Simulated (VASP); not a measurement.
# GaSb (F-43m) in VASP: a series of runs

GaSb is run at these levels: PBEsol; tasks: single point.

Everything below comes from runs of VASP 6.6.1. Logs are shortened: lines on timing, memory, paths and dates and some standing lists are left out, and cuts for length are marked.

### 1 The cell of the first run

Symmetry: F-43m, No. 216, cubic system. The conventional cell has a = 6.118 Å, b = 6.118 Å, c = 6.118 Å, α = 90.00°, β = 90.00°, γ = 90.00°. Ga (site symmetry -43m) has 4 Sb at 2.65 Å within 3.5 Å. Within 3.5 Å of Sb (site symmetry -43m) lie 4 Ga at 2.65 Å.

### 2 Single point, PBEsol, non-collinear spin, zero start, spin-orbit coupling

INCAR

```
SYSTEM = GaSb
ALGO     = Normal         ! electronic algorithm
EDIFF    = 1E-7           ! SCF threshold, eV
ENCUT    = 520            ! plane-wave cutoff, eV
GGA      = PS             ! functional
GGA_COMPAT= .FALSE.      
ISIF     = 2              ! what is computed and relaxed
ISMEAR   = 0              ! smearing method
LASPH    = .TRUE.         ! aspherical terms in the spheres
LCHARG   = .FALSE.        ! write CHGCAR
LORBIT   = 11             ! projections on sites
LORBMOM  = .TRUE.       
LREAL    = .FALSE.        ! projectors in reciprocal space
LSORBIT  = .TRUE.         ! spin-orbit coupling
LWAVE    = .FALSE.        ! write WAVECAR
MAGMOM   = 0 0 0 0 0 0    ! initial moments
NBANDS   = 30             ! bands
NELM     = 150            ! most SCF steps
PREC     = Accurate       ! precision mode
SIGMA    = 0.05           ! smearing width, eV
```

KPOINTS

```
k-points
0
G
  6 6 6
  0 0 0
```

POSCAR

```
GaSb
1.0
    0.0000000000      3.0590005565      3.0590005565
    3.0590005565      0.0000000000      3.0590005565
    3.0590005565      3.0590005565      0.0000000000
Ga Sb
1 1
Direct
    0.0000000000      0.0000000000      0.0000000000
    0.7500000000      0.7500000000      0.7500000000
```

Potentials or basis: VASP PAW PBE potentials, release 64 (Ga_d, Sb).

Command:

```sh
$ cat potpaw_PBE.64/Ga_d/POTCAR potpaw_PBE.64/Sb/POTCAR > POTCAR
$ mpirun -np 1 vasp_ncl > vasp.out
```

OUTCAR:

```text
SYSTEM = GaSb
   EDIFF = 1E-7
   ENCUT = 520
   GGA = PS
   ISIF = 2
   ISMEAR = 0
   LASPH = .TRUE.
   LORBIT = 11
   LREAL = .FALSE.
   LSORBIT = .TRUE.
   NELM = 150
   PREC = Accurate

 ion  position               nearest neighbor table
   1  0.000  0.000  0.000-   2 2.65   2 2.65   2 2.65   2 2.65
   2  0.750  0.750  0.750-   1 2.65   1 2.65   1 2.65   1 2.65

  LATTYP: Found a face centered cubic cell.
 ALAT       =     6.1180011130

  Lattice vectors:

 A1 = (   0.0000000000,   3.0590005565,   3.0590005565)
 A2 = (   3.0590005565,   0.0000000000,   3.0590005565)
 A3 = (   3.0590005565,   3.0590005565,   0.0000000000)

Analysis of symmetry for initial positions (statically):
=====================================================================
 Subroutine PRICEL returns:
 Original cell was already a primitive cell.

 Routine SETGRP: Setting up the symmetry group for a
 face centered cubic supercell.

 Subroutine GETGRP returns: Found 24 space group operations
 (whereof 24 operations were pure point group operations)
 out of a pool of 48 trial point group operations.

The static configuration has the point symmetry T_d .

Analysis of symmetry for dynamics (positions and initial velocities):
=====================================================================
 Subroutine PRICEL returns:
 Original cell was already a primitive cell.

 Routine SETGRP: Setting up the symmetry group for a
 face centered cubic supercell.

 Subroutine GETGRP returns: Found 24 space group operations
 (whereof 24 operations were pure point group operations)
 out of a pool of 48 trial point group operations.

The dynamic configuration has the point symmetry T_d .

Analysis of structural, dynamic, and magnetic symmetry:
=====================================================================
 Subroutine PRICEL returns:
 Original cell was already a primitive cell.

 Routine SETGRP: Setting up the symmetry group for a
 face centered cubic supercell.

 Subroutine GETGRP returns: Found 24 space group operations
 (whereof 24 operations were pure point group operations)
 out of a pool of 48 trial point group operations.

The overall configuration has the point symmetry T_d .

 Subroutine INISYM returns: Found 24 space group operations
 (whereof 24 operations are pure point group operations),
 and found     1 'primitive' translations

----------------------------------------------------------------------------------------

                                     Primitive cell

  volume of cell :      57.2491

  direct lattice vectors                    reciprocal lattice vectors
     0.000000000  3.059000557  3.059000557    -0.163452079  0.163452079  0.163452079
     3.059000557  0.000000000  3.059000557     0.163452079 -0.163452079  0.163452079
     3.059000557  3.059000557  0.000000000     0.163452079  0.163452079 -0.163452079

  length of vectors
     4.326080074  4.326080074  4.326080074     0.283107305  0.283107305  0.283107305

  position of ions in fractional coordinates (direct lattice)
     0.000000000  0.000000000  0.000000000
     0.750000000  0.750000000  0.750000000

  ion indices of the primitive-cell ions
   primitive index   ion index
                 1           1
                 2           2

----------------------------------------------------------------------------------------

 KPOINTS: k-points

Automatic generation of k-mesh.
 Grid dimensions read from file:
 generate k-points for:    6    6    6

 Generating k-lattice:

  Cartesian coordinates                     Fractional coordinates (reciprocal lattice)
    -0.027242013  0.027242013  0.027242013     0.166666667  0.000000000  0.000000000
     0.027242013 -0.027242013  0.027242013     0.000000000  0.166666667  0.000000000
     0.027242013  0.027242013 -0.027242013     0.000000000  0.000000000  0.166666667

  Length of vectors
[... 90 lines left out ...]

 number of electron      17.9999986 magnetization       0.0000000     -0.0000000     -0.0000000

 number of electron      17.9999986 magnetization       0.0000000      0.0000000      0.0000000

 Free energy of the ion-electron system (eV)
  ---------------------------------------------------
  ext. energy  EPLUGINS =         0.00000000
  ---------------------------------------------------
  free energy    TOTEN  =        -8.19107890 eV

  energy without entropy =       -8.19081646  energy(sigma->0) =       -8.19094768

 E-fermi :   4.9637     XC(G=0):  -9.2606

 val. band max:        4.7331991624   @ k =   0.0000   0.0000   0.0000
 cond. band min:       4.9637938679   @ k =   0.0000   0.0000   0.0000
 fundamental gap:      0.2305947055
 Fermi energy:         4.9637486689

 k-point     1 :       0.0000    0.0000    0.0000
  band No.  band energies     occupation
      1     -10.5190      1.00000
      2     -10.5190      1.00000
      3     -10.5190      1.00000
      4     -10.5190      1.00000
      5     -10.0838      1.00000
      6     -10.0838      1.00000
[... 715 lines left out ...]
     29      14.7863      0.00000
     30      14.8030      0.00000

------------------------ aborting loop because EDIFF is reached ----------------------------------------

  FORCE on cell =-STRESS in cart. coord.  units (eV):
  Direction    XX          YY          ZZ          XY          YZ          ZX
  --------------------------------------------------------------------------------------
  -------------------------------------------------------------------------------------
  Total        0.0316542      0.0316542      0.0316542     -0.0000000      0.0000000     -0.0000000
  in kB        0.8858764      0.8858764      0.8858764     -0.0000000      0.0000000     -0.0000000
  external PRESSURE =       0.8858764 kB  Pullay stress =       0.0000000 kB

 VOLUME and BASIS-vectors are now :
 -----------------------------------------------------------------------------
  energy-cutoff  :      520.00
  volume of cell :       57.25
      direct lattice vectors                 reciprocal lattice vectors
     0.000000000  3.059000557  3.059000557    -0.163452079  0.163452079  0.163452079
     3.059000557  0.000000000  3.059000557     0.163452079 -0.163452079  0.163452079
     3.059000557  3.059000557  0.000000000     0.163452079  0.163452079 -0.163452079

 POSITION                                       TOTAL-FORCE (eV/Angst)
 -----------------------------------------------------------------------------------
      0.00000      0.00000      0.00000        -0.000000     -0.000000     -0.000000
      4.58850      4.58850      4.58850         0.000000      0.000000      0.000000
 -----------------------------------------------------------------------------------
    total drift:                               -0.000000     -0.000000     -0.000000

  FREE ENERGIE OF THE ION-ELECTRON SYSTEM (eV)
  ---------------------------------------------------
  free  energy   TOTEN  =        -8.1910789045 eV

  energy  without entropy=       -8.1908164587  energy(sigma->0) =       -8.19094768

 orbital moment (x)

 # of ion     p       d       tot
 ----------------------------------------
  1         0.000   0.000   0.000
  2         0.000  -0.000   0.000
 ----------------------------------------
            0.000  -0.000   0.000

 orbital moment (y)

 # of ion     p       d       tot
 ----------------------------------------
  1         0.000   0.000   0.000
  2         0.000  -0.000   0.000
 ----------------------------------------
            0.000   0.000   0.000

 orbital moment (z)

 # of ion     p       d       tot
 ----------------------------------------
  1        -0.000   0.000  -0.000
  2         0.000  -0.000  -0.000
 ----------------------------------------
           -0.000   0.000  -0.000

 Spin-Orbit-Coupling matrix elements

 Ion:    1  E_soc:     -0.0123277
 l=   1
     0.0000000    -0.0012401    -0.0012401
    -0.0012401     0.0000000    -0.0012401
    -0.0012401    -0.0012401     0.0000000
 l=   2
     0.0000000    -0.0001510     0.0000000    -0.0001510    -0.0006635
    -0.0001510     0.0000000    -0.0004976    -0.0001510    -0.0001659
     0.0000000    -0.0004976     0.0000000    -0.0004976     0.0000000
    -0.0001510    -0.0001510    -0.0004976     0.0000000    -0.0001659
    -0.0006635    -0.0001659     0.0000000    -0.0001659     0.0000000
 l=   3
     0.0000000     0.0000000     0.0000000     0.0000000     0.0000000     0.0000000     0.0000000
     0.0000000     0.0000000     0.0000000     0.0000000     0.0000000     0.0000000     0.0000000
     0.0000000     0.0000000     0.0000000     0.0000000     0.0000000     0.0000000     0.0000000
     0.0000000     0.0000000     0.0000000     0.0000000     0.0000000     0.0000000     0.0000000
     0.0000000     0.0000000     0.0000000     0.0000000     0.0000000     0.0000000     0.0000000
     0.0000000     0.0000000     0.0000000     0.0000000     0.0000000     0.0000000     0.0000000
     0.0000000     0.0000000     0.0000000     0.0000000     0.0000000     0.0000000     0.0000000

 Ion:    2  E_soc:     -0.1258502
 l=   1
     0.0000000    -0.0208286    -0.0208286
    -0.0208286     0.0000000    -0.0208286
    -0.0208286    -0.0208286     0.0000000
 l=   2
     0.0000000    -0.0000585     0.0000000    -0.0000585    -0.0000879
    -0.0000585     0.0000000    -0.0000660    -0.0000585    -0.0000220
     0.0000000    -0.0000660     0.0000000    -0.0000660     0.0000000
    -0.0000585    -0.0000585    -0.0000660     0.0000000    -0.0000220
    -0.0000879    -0.0000220     0.0000000    -0.0000220     0.0000000
 l=   3
     0.0000000     0.0000000     0.0000000     0.0000000     0.0000000     0.0000000     0.0000000
     0.0000000     0.0000000     0.0000000     0.0000000     0.0000000     0.0000000     0.0000000
     0.0000000     0.0000000     0.0000000     0.0000000     0.0000000     0.0000000     0.0000000
     0.0000000     0.0000000     0.0000000     0.0000000     0.0000000     0.0000000     0.0000000
     0.0000000     0.0000000     0.0000000     0.0000000     0.0000000     0.0000000     0.0000000
     0.0000000     0.0000000     0.0000000     0.0000000     0.0000000     0.0000000     0.0000000
     0.0000000     0.0000000     0.0000000     0.0000000     0.0000000     0.0000000     0.0000000

 total charge

# of ion       s       p       d       tot
------------------------------------------
    1        0.909   0.766   9.963  11.638
    2        1.130   1.341   0.027   2.498
--------------------------------------------------
tot          2.039   2.107   9.990  14.135

 magnetization (x)

# of ion       s       p       d       tot
------------------------------------------
    1        0.000  -0.000   0.000  -0.000
    2       -0.000  -0.000  -0.000  -0.000
--------------------------------------------------
tot          0.000  -0.000  -0.000  -0.000

 magnetization (y)

# of ion       s       p       d       tot
------------------------------------------
    1        0.000   0.000  -0.000   0.000
    2        0.000  -0.000   0.000  -0.000
--------------------------------------------------
tot          0.000   0.000   0.000   0.000

 magnetization (z)

# of ion       s       p       d       tot
------------------------------------------
    1       -0.000  -0.000   0.000  -0.000
    2       -0.000   0.000  -0.000   0.000
--------------------------------------------------
tot         -0.000  -0.000  -0.000  -0.000
```

Run time: 69 s. Hardware: 1 thread of Intel Xeon Platinum 8259CL at 2.50GHz (Skylake/Cascade Lake), shared host; peak memory 0.33 GiB.

What came out:

```yaml
Free_energy: -8.1911 eV
Pressure: 0.1 GPa
Net_moment: 0.00 μB per cell
Valence_electrons_inside_the_program's_atomic_spheres: Ga 11.64; Sb 2.50
```

Moments on the atoms (μB; x, y, z):
```
Ga  0.00 0.00 0.00
Sb  0.00 0.00 0.00
```

Caveat: the PAW data sets were made with another functional, which shifts forces and pressure a little.

### 3 Single point, PBEsol, non-collinear spin, zero start, spin-orbit coupling (volume scaled by 1.05)

INCAR

```
SYSTEM = GaSb
ALGO = Normal
EDIFF = 1E-7
ENCUT = 520
GGA = PS
GGA_COMPAT = .False.
ISIF = 2
ISMEAR = 0
LASPH = .True.
LCHARG = .False.
LNONCOLLINEAR = .True.
LORBIT = 11
LORBMOM = .True.
LREAL = .False.
LSORBIT = .True.
LWAVE = .False.
MAGMOM = 0 0 0 0 0 0
NBANDS = 30
NELM = 150
PREC = Accurate
SIGMA = 0.05
```

KPOINTS

```
k-points
0
Gamma
  6 6 6
  0 0 0
```

POSCAR

```
GaSb
1.0
    0.0000000000      3.1091570211      3.1091570211
    3.1091570211      0.0000000000      3.1091570211
    3.1091570211      3.1091570211      0.0000000000
Ga Sb
1 1
Direct
    0.0000000000      0.0000000000      0.0000000000
    0.7500000000      0.7500000000      0.7500000000
```

Potentials or basis: VASP PAW PBE potentials, release 64 (Ga_d, Sb).

Command:

```sh
$ cat potpaw_PBE.64/Ga_d/POTCAR potpaw_PBE.64/Sb/POTCAR > POTCAR
$ mpirun -np 1 vasp_ncl > vasp.out
```

Wall time 2 min (1 thread of Intel Xeon Platinum 8259CL at 2.50GHz (Skylake/Cascade Lake), shared host); peak memory 0.39 GiB.

It converged, with:

| Item | Value |
| --- | --- |
| Free energy | -8.1719 eV |
| Pressure | -2.1 GPa |
| Net moment | 0.00 μB per cell |
| Valence electrons inside the program's atomic spheres | Ga 11.59; Sb 2.47 |

Moments on the atoms (μB; x, y, z):
```
Ga  0.00 0.00 0.00
Sb  0.00 0.00 0.00
```

Caveat: the PAW data sets were made with another functional, which shifts forces and pressure a little.
